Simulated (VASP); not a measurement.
Runs of VASP 6.6.1 on LuH2. The structure is that of space group Fm-3m (No. 225), or close to it. The cells are those of the table. 

```csv
task,cell,cutoff (eV),gap on the mesh (eV),pressure (GPa)
electric field gradients,"a = 3.486 Å, angles 60.0°, 3 atoms",520,none,-0.6
electric field gradients,"a = 3.559 Å, angles 60.0°, 3 atoms",520,none,(c)
single point,"a = 3.595, b = 3.595, c = 3.559 Å, angles 60.3, 60.3, 59.3°, 3 atoms",520,none,-7.8
single point,"a = 3.511 Å, angles 60.0°, 3 atoms",520,none,-2.6
single point,"a = 3.486 Å, angles 60.0°, 3 atoms",600,none,-0.5
single point,"a = 3.577, b = 3.577, c = 3.559 Å, angles 60.2, 60.2, 59.7°, 3 atoms",520,none,-7.0
electric field gradients,"a = 3.606 Å, angles 60.0°, 3 atoms",520,none,(b)
electric field gradients,"a = 3.582 Å, angles 60.0°, 3 atoms",520,none,-7.7
electric field gradients,"a = 3.535 Å, angles 60.0°, 3 atoms",520,none,(a)
single point,"a = 3.535 Å, angles 60.0°, 3 atoms",600,none,-4.3
single point,"a = 3.606 Å, angles 60.0°, 3 atoms",600,none,-9.0
single point,"a = 3.629 Å, angles 60.0°, 3 atoms",520,none,-10.5
```

Alike in all rows: level LDA; potentials or basis VASP PAW PBE potentials, release 64 (Lu, H); no spin polarisation; k mesh 8 × 8 × 8; smearing fermi-dirac 0.02 eV.

Task: Estimate the missing entries.

Result: (a) -4.5; (b) -9.1; (c) -6.2.

Caveats: the PAW data sets were made with another functional, which shifts forces and pressure a little; spin-orbit coupling is left out, which moves the levels of the heavy elements.

A k mesh can miss the band edges, and the runs leave out spin-orbit coupling on Lu.

A gap of «none» marks levels without a gap at the run's occupations.
